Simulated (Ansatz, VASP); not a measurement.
# One calculation of Pd3F7, two programs

```
Pd F
1.0
     0.00282    0.00594    4.05038
    -5.84758    0.00972   -0.00410
     2.93518   -6.79461   -0.00798
Pd F
3 7
Direct
  0.00002 0.00784 0.00000
  0.99990 0.00622 0.49999
  0.00007 0.50625 0.50004
  0.50002 0.00735 0.00008
  0.99925 0.86055 0.20526
  0.00064 0.15494 0.79463
  0.00020 0.65414 0.79472
  0.00007 0.36144 0.20548
  0.49982 0.97004 0.49868
  0.50001 0.47124 0.50113
```

Change from the starting cell: cell x1, atoms moved at random (sigma 0.05 Å) and cell strained at random (1.5 %), then relaxed without symmetry.

Alike in both runs: functional PBE; k mesh 6 × 4 × 4; occupations gaussian, width 0.2 eV; no spin polarisation.

Ansatz relaxed the structure, and its values are those at the end. VASP's run is a single point on that final structure, the one shown.

|  | VASP | Ansatz |
| --- | --- | --- |
| version | VASP 6.6.1 | Ansatz 0.2.0 |
| potentials or method | VASP PAW PBE potentials, release 64 (Pd, F), cutoff 600 eV | scalar-relativistic, plane waves, PAW |
| valence electrons in the cell | 79 | 103 |

```csv
,VASP,Ansatz,Ansatz less VASP
gap on the k mesh at the Fermi level (eV),none,none,-
pressure (GPa),-0.2,0.0,+0.22
rms of the force components (eV/Å),0.004,0.004,+0.0004
```

A gap of «none» marks a metal or a gap that the smearing closes. VASP's potentials hold 79 valence electrons a cell and Ansatz's 103, so a difference there can come from the potentials and not from the codes.
